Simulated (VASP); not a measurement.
Write the native input for VASP 6.6.1 that does the following.

```yaml
Task: single point
Functional: PBEsol
Potentials_or_basis: VASP PAW PBE potentials, release 64 (Ti_sv, Al)
Cutoff: 520 eV
k_mesh: 16 × 16 × 16
Occupations: fermi-dirac, width 0.15 eV
Spin: no spin polarisation
Dipole_correction: no
Further_INCAR_settings: ALGO = Fast; EDIFF = 1e-06; NBANDS = 18
```

The structure of TiAl3 lies in POSCAR:

```
TiAl3
1.0
   -1.9108926392      1.9108926392      4.2667008327
    1.9108926392     -1.9108926392      4.2667008327
    1.9108926392      1.9108926392     -4.2667008327
Ti Al
1 3
Direct
    0.0000000000      0.0000000000      0.0000000000
    0.5000000000      0.5000000000      0.0000000000
    0.7500000000      0.2500000000      0.5000000000
    0.2500000000      0.7500000000      0.5000000000
```

These files were run (other wordings do the same):

INCAR

```
ALGO = Fast
EDIFF = 1E-6
ENCUT = 520
GGA = PS
ISIF = 2
ISMEAR = -1
LASPH = True
LCHARG = True
LELF = True
LREAL = False
LVHAR = True
LWAVE = False
NBANDS = 18
NELM = 60
PREC = Accurate
SIGMA = 0.15
```

KPOINTS

```
k-points
0
Gamma
  16 16 16
```

Potentials or basis: VASP PAW PBE potentials, release 64 (Ti_sv, Al).

Launch:

```console
$ cat potpaw_PBE.64/Ti_sv/POTCAR potpaw_PBE.64/Al/POTCAR > POTCAR
$ mpirun -np 1 vasp_std > vasp.out
```

It gave:

```yaml
Pressure: 0.1 GPa
Band_gap_on_the_k_mesh: zero (an odd number of electrons rules out a gap without spin polarisation)
```

Caveat: the PAW data sets were made with another functional, which shifts forces and pressure a little.

Run time: 12 min on 1 thread of AMD EPYC 9R45 96-Core Processor (Zen 5), on a shared host, peak memory 0.49 GiB.
